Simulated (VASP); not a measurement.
Write the native input for VASP 6.6.1 that does the following.

- Task: relaxation of cell and atoms
- Functional: PBE
- Potentials or basis: VASP PAW PBE potentials, release 64 (Ge_d)
- Cutoff: 600 eV
- k mesh: 6 × 6 × 4
- Occupations: gaussian, width 0.1 eV
- Spin: no spin polarisation
- Dipole correction: no
- Further INCAR settings: ALGO = Normal; EDIFF = 1e-06; IBRION = 2; EDIFFG = -0.04; NSW = 90; ISIF = 3

The structure of Ge lies in POSCAR:

```
Ge
1.0
    3.8768777200      0.0000000000      0.0000000000
   -1.9384388600      3.3574746000      0.0000000000
    0.0000000000      0.0000000000      4.2452435700
Ge
3
Direct
    0.0000000000      0.5000000000      0.3333333300
    0.5000000000      0.5000000000      0.6666666700
    0.5000000000      0.0000000000      0.0000000000
```

The input as run:

INCAR

```
SYSTEM = Ge
ALGO = Normal ; EDIFF = 1E-6
EDIFFG = -0.04 ; ENCUT = 600
GGA = PE ; IBRION = 2
ISIF = 3 ; ISMEAR = 0
LASPH = .TRUE. ; LCHARG = .FALSE.
LREAL = .FALSE. ; LWAVE = .FALSE.
NELM = 60 ; NSW = 90
PREC = Accurate ; SIGMA = 0.1
```

KPOINTS

```
k-points
0
G
  6 6 4
  0 0 0
```

Potentials or basis: VASP PAW PBE potentials, release 64 (Ge_d).

Run with:

```console
$ cat potpaw_PBE.64/Ge_d/POTCAR > POTCAR
$ mpirun -np 1 vasp_std > vasp.out
```

It gave:

| Item | Value |
| --- | --- |
| Relaxed volume | 21.78 Å³/atom |
| Relaxed cell | a = 4.137 Å, b = 4.137 Å, c = 4.407 Å, α = 90.00°, β = 90.00°, γ = 120.00° |
| Space group after relaxing (to 0.05 Å) | P6_422 (No. 181) |
| Energy gained by relaxing | 132.2 meV/atom |
| Ionic steps | 8 |
| Pressure after relaxing | -0.2 GPa |
| Band gap on the k mesh | zero (band 21 reaches 5.10 eV, above the bottom of band 22 at 4.66 eV) |

Caveat: the k points lie up to 0.36 Å⁻¹ apart in the final cell; the volume moved by over 15 % at a fixed basis, so the end points are rough.

Run time: 110 s on 1 thread of Intel(R) Xeon(R) Platinum 8488C (Sapphire Rapids), with other jobs on the host, peak memory 0.19 GiB.
